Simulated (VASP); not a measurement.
Write the native input for VASP 6.6.1 that does the following.

```
Task                   : single point
Functional             : LDA
Potentials or basis    : VASP PAW LDA potentials, release 64 (Ti_sv)
Cutoff                 : 520 eV
k mesh                 : 20 × 20 × 12
Occupations            : gaussian, width 0.3 eV
Spin                   : no spin polarisation
Dipole correction      : no
Further INCAR settings : ALGO = Normal; EDIFF = 1e-06; NBANDS = 19
```

The structure of Ti lies in POSCAR:

```
Ti
1.0
    2.8643182619      0.0000000000      0.0000000000
   -1.4321591310      2.4805723794      0.0000000000
    0.0000000000      0.0000000000      4.5396534668
Ti
2
Direct
    0.3333333333      0.6666666667      0.2500000000
    0.6666666667      0.3333333333      0.7500000000
```

These files were run (other wordings do the same):

INCAR

```
SYSTEM = Ti
ALGO = Normal
EDIFF = 1E-6
ENCUT = 520
GGA = CA
ISIF = 2
ISMEAR = 0
LASPH = .TRUE.
LCHARG = .TRUE.
LELF = .TRUE.
LREAL = .FALSE.
LVHAR = .TRUE.
LWAVE = .FALSE.
NBANDS = 19
NELM = 100
PREC = Accurate
SIGMA = 0.3
```

KPOINTS

```
k-points
0
G
  20 20 12
  0 0 0
```

Potentials or basis: VASP PAW LDA potentials, release 64 (Ti_sv).

The run is started by

```console
$ cat potpaw_LDA.64/Ti_sv/POTCAR > POTCAR
$ mpirun -np 1 vasp_std > vasp.out
```

Results of the run:

```
Pressure               : -0.1 GPa
Band gap on the k mesh : zero (bands 12 and 13 overlap by 1.16 eV)
```

Caveat: so wide a smearing shifts energies and pressures.

It took 57 s on 1 thread of Intel(R) Xeon(R) 6975P-C (Granite Rapids), on a shared host, peak memory 0.26 GiB.
